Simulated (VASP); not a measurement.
# Cu (P-3m1) in VASP: a series of runs

Cu is run at these levels: PBE; tasks: single point.

Everything below comes from runs of VASP 6.6.1. Logs are shortened: lines on timing, memory, paths and dates and some standing lists are left out, and cuts for length are marked.

## Step 1: The cell of the first run

Symmetry: P-3m1, No. 164, trigonal system. Conventional cell: a = 2.567 Å, b = 2.567 Å, c = 16.767 Å, α = 90.00°, β = 90.00°, γ = 120.00°. Within 3.4 Å of Cu (site symmetry 3m) lie 12 Cu at 2.56 to 2.57 Å. Within 3.4 Å of Cu (site symmetry 3m) lie 12 Cu at 2.57 Å. Cu (site symmetry 3m) has 12 Cu at 2.57 Å within 3.4 Å. Within 3.4 Å of Cu (site symmetry 3m) lie 12 Cu at 2.57 Å.

## Step 2: Single point, PBE

File INCAR:

```
SYSTEM = Cu
  PREC = Accurate
  ENCUT = 520
  EDIFF = 1E-6
  ISMEAR = 0
  SIGMA = 0.1
  LREAL = .FALSE.
  LASPH = .TRUE.
  NELM = 60
  ALGO = Fast
  ISIF = 2
  LWAVE = .FALSE.
  LCHARG = .FALSE.
  GGA = PE
  NBANDS = 54
```

File KPOINTS:

```
Automatic mesh
0
G
  18 18 3
  0 0 0
```

File POSCAR:

```
Cu
1.0
    2.5672503954      0.0000000000      0.0000000000
   -1.2836251977      2.2233040603      0.0000000000
    0.0000000000      0.0000000000     16.7671842528
Cu
8
Direct
    0.0000000000      0.0000000000     -0.0001414010
    0.3333333333      0.6666666667      0.1249472935
    0.0000000000      0.0000000000      0.2499209799
    0.6666666667      0.3333333333      0.3748322138
    0.0000000000      0.0000000000      0.5001677862
    0.6666666667      0.3333333333      0.6250790201
    0.3333333333      0.6666666667      0.7500527065
    0.6666666667      0.3333333333      0.8751414010
```

Potentials or basis: VASP PAW PBE potentials, release 64 (Cu).

Started as:

```console
> cat potpaw_PBE.64/Cu/POTCAR > POTCAR
> mpirun -np 1 vasp_std > vasp.out
```

OUTCAR:

```text
SYSTEM = Cu
   PREC = Accurate
   ENCUT = 520
   EDIFF = 1E-6
   ISMEAR = 0
   LREAL = .FALSE.
   LASPH = .TRUE.
   NELM = 60
   ISIF = 2
   GGA = PE

 ion  position               nearest neighbor table
   1  0.000  0.000  1.000-   8 2.56   8 2.56   8 2.56   2 2.57   2 2.57   2 2.57
   2  0.333  0.667  0.125-   3 2.57   3 2.57   3 2.57   1 2.57   1 2.57   1 2.57
   3  0.000  0.000  0.250-   4 2.57   4 2.57   4 2.57   2 2.57   2 2.57   2 2.57
   4  0.667  0.333  0.375-   3 2.57   3 2.57   3 2.57   5 2.57   5 2.57   5 2.57
   5  0.000  0.000  0.500-   6 2.57   6 2.57   6 2.57   4 2.57   4 2.57   4 2.57
   6  0.667  0.333  0.625-   5 2.57   5 2.57   5 2.57   7 2.57   7 2.57   7 2.57
   7  0.333  0.667  0.750-   6 2.57   6 2.57   6 2.57   8 2.57   8 2.57   8 2.57
   8  0.667  0.333  0.875-   1 2.56   1 2.56   1 2.56   7 2.57   7 2.57   7 2.57

  LATTYP: Found a hexagonal cell.
 ALAT       =     2.5672503954
 C/A-ratio  =     6.5311838233

  Lattice vectors:

 A1 = (   2.5672503954,   0.0000000000,   0.0000000000)
 A2 = (  -1.2836251977,   2.2233040603,   0.0000000000)
 A3 = (   0.0000000000,   0.0000000000,  16.7671842528)

Analysis of symmetry for initial positions (statically):
=====================================================================
 Subroutine PRICEL returns:
 Original cell was already a primitive cell.

 Routine SETGRP: Setting up the symmetry group for a
 hexagonal supercell.

 Subroutine GETGRP returns: Found 12 space group operations
 (whereof  6 operations were pure point group operations)
 out of a pool of 24 trial point group operations.

The static configuration has the point symmetry C_3v.
 The point group associated with its full space group is D_3d.

Analysis of symmetry for dynamics (positions and initial velocities):
=====================================================================
 Subroutine PRICEL returns:
 Original cell was already a primitive cell.

 Routine SETGRP: Setting up the symmetry group for a
 hexagonal supercell.

 Subroutine GETGRP returns: Found 12 space group operations
 (whereof  6 operations were pure point group operations)
 out of a pool of 24 trial point group operations.

The dynamic configuration has the point symmetry C_3v.
 The point group associated with its full space group is D_3d.

 Subroutine INISYM returns: Found 12 space group operations
[... 100 lines left out ...]
   PREC   = accura    normal or accurate (medium, high low for compatibility)
   ISTART =      0    job   : 0-new  1-cont  2-samecut
   ICHARG =      2    charge: 1-file 2-atom 10-const
   ISPIN  =      1    spin polarized calculation?
   LNONCOLLINEAR =      F non collinear calculations
   LSORBIT =      F    spin-orbit coupling
   LASPH  =      T    aspherical Exc in radial PAW
   ENCUT  =  520.0 eV  38.22 Ry    6.18 a.u.   4.77  4.77 31.18*2*pi/ulx,y,z
   NELM   =     60;   NELMIN=  2; NELMDL= -5     # of ELM steps
   EDIFF  = 0.1E-05   stopping-criterion for ELM
   LREAL  =      F    real-space projection
[... 7 lines left out ...]
   TEBEG  =    0.0;   TEEND  =   0.0 temperature during run
   PSTRESS=    0.0 pullay stress
   NELECT =      88.0000    total number of electrons
   NUPDOWN=      -1.0000    fix difference up-down
   EMIN   =  10.00;   EMAX   =-10.00  energy-range for DOS
   EFERMI =   0.00;   METHOD = LEGACY
   ISMEAR =     0;   SIGMA  =   0.10  broadening in eV -4-tet -1-fermi 0-gaus
   EFERMI_NEDOS =   21; number of points for ismear=-14 and -15
   IALGO  =     68    algorithm
   IMIX   =      4    mixing-type and parameters
     AMIX     =   0.40;   BMIX     =  1.00
     AMIX_MAG =   1.60;   BMIX_MAG =  1.00
  volume/ion in A,a.u.               =      11.96        80.73
  Fermi-wavevector in a.u.,A,eV,Ry     =   1.591940  3.008330 34.480869  2.534272
  Thomas-Fermi vector in A             =   2.690402
   LORBIT       =      0    0 simple, 1 ext, 2 COOP (PROOUT), +10 PAW based schemes
   GGA     = PE    functional components
   LHFCALC =     F    Hartree Fock is set to
   AEXX    =    0.0000 exact exchange contribution
   IVDW    =     0    specifies the selected vdW correction
   LEPSILON=     F    determine dielectric tensor
   LRPA    =     F    only Hartree local field effects (RPA)
 non-spin polarized calculation
 RMM-DIIS sequential band-by-band and
 Gauss-broadening in eV      SIGMA  =   0.10
  energy-cutoff  :      520.00
  volume of cell :       95.70
 maximum number of plane-waves:      2599
   NGX =  9   NGY =  9   NGZ = 63

 number of electron      88.0000021 magnetization

 Free energy of the ion-electron system (eV)
  ---------------------------------------------------
  ext. energy  EPLUGINS =         0.00000000
  ---------------------------------------------------
  free energy    TOTEN  =       -29.79222573 eV

  energy without entropy =      -29.77743319  energy(sigma->0) =      -29.78482946

 E-fermi :   7.3786     XC(G=0): -12.6511

 val. band max:        7.3785373992   @ k =   0.2222   0.2222   0.0000
 cond. band min:       7.3790735561   @ k =   0.0000   0.1111   0.3333
 fundamental gap:      0.0005361569
 Fermi energy:         7.3785615976

 k-point     1 :       0.0000    0.0000    0.0000
  band No.  band energies     occupation
      1      -1.8266      2.00000
      2      -1.2687      2.00000
      3      -1.2677      2.00000
      4       0.2785      2.00000
      5       0.2788      2.00000
      6       1.9788      2.00000
[... 1357 lines left out ...]
     53      14.5165      0.00000
     54      15.2871      0.00000

 [... further k-points ...]
[... 5 lines left out ...]
  --------------------------------------------------------------------------------------
  -------------------------------------------------------------------------------------
  Total        0.2916349      0.2916349      0.2806291      0.0000000     -0.0000000      0.0000000
  in kB        4.8822819      4.8822819      4.6980332      0.0000000     -0.0000000      0.0000000
  external PRESSURE =       4.8208657 kB  Pullay stress =       0.0000000 kB

 VOLUME and BASIS-vectors are now :
 -----------------------------------------------------------------------------
  energy-cutoff  :      520.00
  volume of cell :       95.70
      direct lattice vectors                 reciprocal lattice vectors
     2.567250395  0.000000000  0.000000000     0.389521802  0.224890517  0.000000000
    -1.283625198  2.223304060  0.000000000     0.000000000  0.449781034  0.000000000
     0.000000000  0.000000000 16.767184253     0.000000000  0.000000000  0.059640306

 POSITION                                       TOTAL-FORCE (eV/Angst)
 -----------------------------------------------------------------------------------
      0.00000      0.00000     16.76481        -0.000000      0.000000      0.002374
     -0.00000      1.48220      2.09501         0.000000     -0.000000     -0.000908
      0.00000      0.00000      4.19047         0.000000      0.000000     -0.000936
      1.28363      0.74110      6.28488         0.000000      0.000000      0.002623
      0.00000      0.00000      8.38641        -0.000000      0.000000     -0.002623
      1.28363      0.74110     10.48082        -0.000000     -0.000000      0.000936
     -0.00000      1.48220     12.57627        -0.000000      0.000000      0.000908
      1.28363      0.74110     14.67366         0.000000     -0.000000     -0.002374
 -----------------------------------------------------------------------------------
    total drift:                               -0.000001      0.000001     -0.000044

  FREE ENERGIE OF THE ION-ELECTRON SYSTEM (eV)
  ---------------------------------------------------
  free  energy   TOTEN  =       -29.7922257304 eV

  energy  without entropy=      -29.7774331923  energy(sigma->0) =      -29.78482946
```

OSZICAR:

```text
N       E                     dE             d eps       ncg     rms          rms(c)
DAV:   1     0.811167371981E+03    0.81117E+03   -0.37889E+04 11212   0.293E+03
DAV:   2     0.783250750552E+02   -0.73284E+03   -0.71295E+03 10908   0.506E+02
DAV:   3    -0.321605758817E+02   -0.11049E+03   -0.10286E+03 11106   0.242E+02
DAV:   4    -0.369178696063E+02   -0.47573E+01   -0.47043E+01 12226   0.711E+01
DAV:   5    -0.369915670755E+02   -0.73697E-01   -0.73669E-01 12552   0.954E+00    0.217E+01
RMM:   6    -0.322619262684E+02    0.47296E+01   -0.71712E+01 11523   0.987E+01    0.115E+01
RMM:   7    -0.297984583310E+02    0.24635E+01   -0.14391E+01 11357   0.480E+01    0.200E+00
RMM:   8    -0.298716996263E+02   -0.73241E-01   -0.67520E-01 12359   0.485E+00    0.180E+00
RMM:   9    -0.297901907751E+02    0.81509E-01   -0.19292E-01 12268   0.393E+00    0.313E-01
RMM:  10    -0.297925957702E+02   -0.24050E-02   -0.61202E-02 13298   0.177E+00    0.140E-01
RMM:  11    -0.297922781777E+02    0.31759E-03   -0.98404E-03 12606   0.826E-01    0.776E-02
RMM:  12    -0.297923182087E+02   -0.40031E-04   -0.29686E-03 12171   0.570E-01    0.135E-01
RMM:  13    -0.297922159769E+02    0.10223E-03   -0.14213E-03 13748   0.233E-01    0.351E-02
RMM:  14    -0.297922221855E+02   -0.62086E-05   -0.24624E-04 12973   0.106E-01    0.460E-03
RMM:  15    -0.297922270678E+02   -0.48823E-05   -0.54426E-05 12555   0.470E-02    0.352E-03
RMM:  16    -0.297922285178E+02   -0.14500E-05   -0.21144E-05 11815   0.375E-02    0.895E-03
RMM:  17    -0.297922255728E+02    0.29450E-05   -0.67529E-06 10461   0.295E-02    0.212E-03
RMM:  18    -0.297922257304E+02   -0.15768E-06   -0.14805E-06  7006   0.762E-03
   1 F= -.29792226E+02 E0= -.29784829E+02  d E =-.147925E-01
```

Wall time 5.7 min (1 thread of Intel Xeon 6975P-C (Granite Rapids), shared host); peak memory 0.45 GiB.

Results:

- Free energy: -29.7922 eV
- Pressure: 0.5 GPa
- Band gap on the k mesh: zero (band 44 reaches 10.82 eV, above the bottom of band 45 at 5.67 eV)

Forces in eV/Å, atoms in the order of the input:
```
Cu   0.000  0.000  0.002
Cu   0.000  0.000 -0.001
Cu   0.000  0.000 -0.001
Cu   0.000  0.000  0.003
Cu   0.000  0.000 -0.003
Cu   0.000  0.000  0.001
Cu   0.000  0.000  0.001
Cu   0.000  0.000 -0.002
```

## Step 3: Single point, PBE

This run uses another cell than the first one: it holds 10 atoms, not 8.

File INCAR:

```
SYSTEM = Cu
ALGO = Fast ; EDIFF = 1E-7
ENCUT = 520 ; GGA = PE
ISIF = 2 ; ISMEAR = 0
LASPH = .TRUE. ; LCHARG = .FALSE.
LREAL = .FALSE. ; LWAVE = .FALSE.
NBANDS = 66 ; NELM = 60
PREC = Accurate ; SIGMA = 0.1
```

File KPOINTS:

```
k-points
0
G
  18 18 2
  0 0 0
```

File POSCAR:

```
Cu
1.0
    2.5688847757      0.0000000000      0.0000000000
   -1.2844423879      2.2247194751      0.0000000000
    0.0000000000      0.0000000000     20.9290580549
Cu
10
Direct
    0.0000000000      0.0000000000     -0.0000603517
    0.3333333333      0.6666666667      0.0997644762
    0.6666666667      0.3333333333      0.1997709079
    0.3333333333      0.6666666667      0.3001210009
    0.6666666667      0.3333333333      0.4000000000
    0.0000000000      0.0000000000      0.4998789991
    0.6666666667      0.3333333333      0.6002290921
    0.0000000000      0.0000000000      0.7002355238
    0.3333333333      0.6666666667      0.8000603517
    0.6666666667      0.3333333333      0.9000000000
```

Potentials or basis: VASP PAW PBE potentials, release 64 (Cu).

Started as:

```console
> cat potpaw_PBE.64/Cu/POTCAR > POTCAR
> mpirun -np 1 vasp_std > vasp.out
```

Wall time 14 min (1 thread of Oxide Virtual Turin-like, shared host); peak memory 0.46 GiB.

The run converged. Its results:

```yaml
Free_energy: -37.2517 eV
Pressure: 0.5 GPa
Band_gap_on_the_k_mesh: zero (band 55 reaches 10.74 eV, above the bottom of band 56 at 5.71 eV)
```

Forces in eV/Å, atoms in the order of the input:
```
Cu   0.000  0.000 -0.001
Cu   0.000  0.000  0.001
Cu   0.000  0.000  0.002
Cu   0.000  0.000 -0.003
Cu   0.000  0.000  0.000
Cu   0.000  0.000  0.003
Cu   0.000  0.000 -0.002
Cu   0.000  0.000 -0.001
Cu   0.000  0.000  0.001
Cu   0.000  0.000  0.000
```

Levels at points of the mesh, in eV from the Fermi level:
```tsv
k point	band 52	band 53	band 54	band 55	band 56	band 57	band 58	band 59	band 60	band 61
(0.00, 0.00, 0.00)	-1.88	-1.88	-1.71	-1.71	-1.69	-1.69	-1.63	-1.63	-0.92	3.75
(0.50, 0.00, 0.00)	-0.19	-0.03	0.49	0.57	1.03	1.09	1.39	1.43	1.55	3.88
(0.00, 0.00, 0.50)	-1.81	-1.76	-1.76	-1.66	-1.66	-1.64	-1.64	-1.36	-1.35	4.42
(0.50, 0.00, 0.50)	-0.21	-0.01	0.35	0.82	0.83	1.22	1.30	1.50	1.53	3.90
```
